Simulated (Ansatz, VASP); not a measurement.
**Al2Pt in VASP and in Ansatz**

The input INCAR:

```
SYSTEM = Al2Pt
PREC = Accurate
ENCUT = 600
EDIFF = 1E-7
ISMEAR = 0
SIGMA = 0.2
LREAL = .False.
LASPH = .True.
NELM = 60
ALGO = Normal
ISIF = 3
LWAVE = .False.
LCHARG = .False.
GGA = PE
IBRION = 2
NSW = 36
EDIFFG = -0.08
```

The input KPOINTS:

```
Automatic mesh
0
Gamma
  7 7 3
  0 0 0
```

The input POSCAR:

```
Al2Pt
1.0
    3.0551269300      0.0000000000      0.0000000000
   -1.5275634700      2.6458175300      0.0000000000
    0.0000000000      0.0000000000      6.8957371200
Al Pt
2 1
Direct
    0.0000000000      0.0000000000      0.6404878800
    0.0000000000      0.0000000000      0.3595121200
    0.0000000000      0.0000000000      0.0000000000
```

Input for Ansatz:

```yaml
crystal:
  lattice:
    - [3.05512693, 0.0, 0.0]
    - [-1.52756347, 2.64581753, 0.0]
    - [0.0, 0.0, 6.89573712]
  atoms:
    - { symbol: Al, position: [0.0, 0.0, 0.64048788] }
    - { symbol: Al, position: [0.0, 0.0, 0.35951212] }
    - { symbol: Pt, position: [0.0, 0.0, 0.0] }
basis:
  ecutwfc: 420
kpoints:
  mp_grid: { grid: [7, 7, 3] }
hamiltonian:
  xc: pbe
scf:
  occupations: { method: gaussian, width: 0.2 }
  lower_state_search: "off"
output:
  forces: true
  stress: true
  eigenvalues: true
relax:
  adjacent_minimum: "off"
  f_tol: 0.08
  max_steps: 16
  cell: { stress_tol: 0.8 }
```

Alike in both runs: task relaxation of cell and atoms; functional PBE; k mesh 7 × 7 × 3; occupations gaussian, width 0.2 eV; no spin polarisation.

```csv
,VASP,Ansatz
version,VASP 6.6.1,Ansatz 0.2.0
potentials or method,"VASP PAW PBE potentials, release 64 (Al, Pt), cutoff 600 eV","scalar-relativistic, plane waves, PAW"
valence electrons in the cell,16,24
```

Ansatz gave:

```
gap on the k mesh at the Fermi level, each at its own relaxed structure (eV) : none
relaxed volume (Å³/atom)                                                     : 17.64
relaxed cell length with the largest relative difference (Å)                 : 8.170
```

Q: Estimate VASP's values.

A: gap on the k mesh at the Fermi level, each at its own relaxed structure (eV): none; relaxed volume (Å³/atom): 17.77; relaxed cell length with the largest relative difference (Å): 8.190.

A gap of «none» marks a metal or a gap that the smearing closes. VASP's potentials hold 16 valence electrons a cell and Ansatz's 24, so a difference there can come from the potentials and not from the codes.

Neither program's run includes spin-orbit coupling.
